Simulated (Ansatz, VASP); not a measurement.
**Two plane-wave programs on PdI**

```
CELL_PARAMETERS angstrom
3.58616 0.00000 0.00000
0.00000 3.58616 0.00000
0.00000 0.00000 3.58616
ATOMIC_POSITIONS crystal
Pd 0.00000 0.00000 0.00000
I 0.50000 0.50000 0.50000
```

Alike in both runs: functional PBE; k mesh 4 × 4 × 4; occupations gaussian, width 0.1 eV; no spin polarisation.

Ansatz relaxed the structure, and its values are those at the end. VASP's run is a single point on that final structure, the one shown.

|  | VASP | Ansatz |
| --- | --- | --- |
| version | VASP 6.6.1 | Ansatz 0.2.0 |
| potentials or method | VASP PAW PBE potentials, release 64 (Pd, I), cutoff 500 eV | scalar-relativistic, plane waves, PAW |
| valence electrons in the cell | 17 | 35 |

|  | VASP | Ansatz | Ansatz less VASP |
| --- | --- | --- | --- |
| gap on the k mesh at the Fermi level (eV) | none | none | - |
| pressure (GPa) | -0.3 | -0.3 | +0.01 |

A gap of «none» marks a metal or a gap that the smearing closes. VASP's potentials hold 17 valence electrons a cell and Ansatz's 35, so a difference there can come from the potentials and not from the codes.

The k mesh is coarse, so the values compare programs but aren't converged. Neither program's run includes spin-orbit coupling.
